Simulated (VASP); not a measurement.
A run of VASP 6.6.1 is set up as follows.

Contents of INCAR:

```
ALGO     = Normal         # electronic algorithm
EDIFF    = 1E-6           # SCF threshold, eV
ENCUT    = 520            # plane-wave cutoff, eV
GGA      = PE             # functional
ISIF     = 2              # what is computed and relaxed
ISMEAR   = 0              # smearing method
LASPH    = True           # aspherical terms in the spheres
LCHARG   = True           # write CHGCAR
LELF     = True           # ELF
LREAL    = False          # projectors in reciprocal space
LVHAR    = True         
LWAVE    = False          # write WAVECAR
NBANDS   = 26             # bands
NELM     = 100            # most SCF steps
PREC     = Accurate       # precision mode
SIGMA    = 0.1            # smearing width, eV
```

KPOINTS

```
k-points
0
Gamma
  4 4 2
```

POSCAR

```
CdSe
1.0
    4.2872288900      0.0000000000      0.0000000000
   -2.1436144400      3.7128491300      0.0000000000
    0.0000000000      0.0000000000      6.9968056000
Cd Se
2 2
Direct
    0.6533235854      0.3289522297     -0.0017892451
    0.3432952845      0.6650825050      0.5032843845
    0.6833677498      0.3417424074      0.3724822653
    0.3214451539      0.6667486109      0.8753893348
```

Potentials or basis: VASP PAW PBE potentials, release 64 (Cd, Se).

Run with:

```sh
$ cat potpaw_PBE.64/Cd/POTCAR potpaw_PBE.64/Se/POTCAR > POTCAR
$ mpirun -np 1 vasp_std > vasp.out
```

Q: Estimate the band gap on the k mesh.

A: 0.66 eV, direct.

Q: Estimate the pressure.

A: 3.9 GPa.

Forces on the atoms (eV/Å):
```
Cd  -0.032  0.090  0.051
Cd   0.061  0.179 -0.176
Se  -0.087 -0.189  0.103
Se   0.058 -0.080  0.022
```

Caveat: the k points lie up to 0.45 Å⁻¹ apart.
